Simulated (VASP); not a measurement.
Wanted: the native input for a VASP 6.6.1 run.

```
Task                   : single point
Functional             : PBE
Potentials or basis    : VASP PAW PBE potentials, release 64 (Cd, Te)
Cutoff                 : 520 eV
k mesh                 : 16 × 16 × 14
Occupations            : gaussian, width 0.1 eV
Spin                   : no spin polarisation
Dipole correction      : no
Further INCAR settings : ALGO = Normal; EDIFF = 1e-06; NBANDS = 16
```

The structure of CdTe lies in POSCAR:

```
CdTe
1.0
    3.6815406319      0.0000000000      0.0000000000
    0.0000000000      3.6815406319      0.0000000000
    0.0000000000      0.0000000000      4.0053781883
Cd Te
1 1
Direct
    0.5000000000      0.5000000000      0.5000000000
    0.0000000000      0.0000000000      0.0000000000
```

The input as run:

INCAR

```
SYSTEM = CdTe
PREC = Accurate ; ENCUT = 520
EDIFF = 1E-6 ; ISMEAR = 0
SIGMA = 0.1 ; LREAL = .False.
LASPH = .True. ; NELM = 80
ALGO = Normal ; ISIF = 2
LWAVE = .False. ; LCHARG = .True.
GGA = PE ; LELF = .True.
LVHAR = .True. ; NBANDS = 16
```

KPOINTS

```
regular mesh
0
Gamma
  16 16 14
  0 0 0
```

Potentials or basis: VASP PAW PBE potentials, release 64 (Cd, Te).

Run with:

```console
$ cat potpaw_PBE.64/Cd/POTCAR potpaw_PBE.64/Te/POTCAR > POTCAR
$ mpirun -np 1 vasp_std > vasp.out
```

Results of the run:

```
Pressure               : 0.1 GPa
Band gap on the k mesh : zero (band 9 reaches 5.52 eV, above the bottom of band 10 at 3.55 eV)
```

Caveat: spin-orbit coupling is left out, which moves the levels of the heavy elements.

It took 2.6 min on 1 thread of Intel(R) Xeon(R) Platinum 8375C CPU @ 2.90GHz (Ice Lake), on a shared host, peak memory 0.42 GiB.
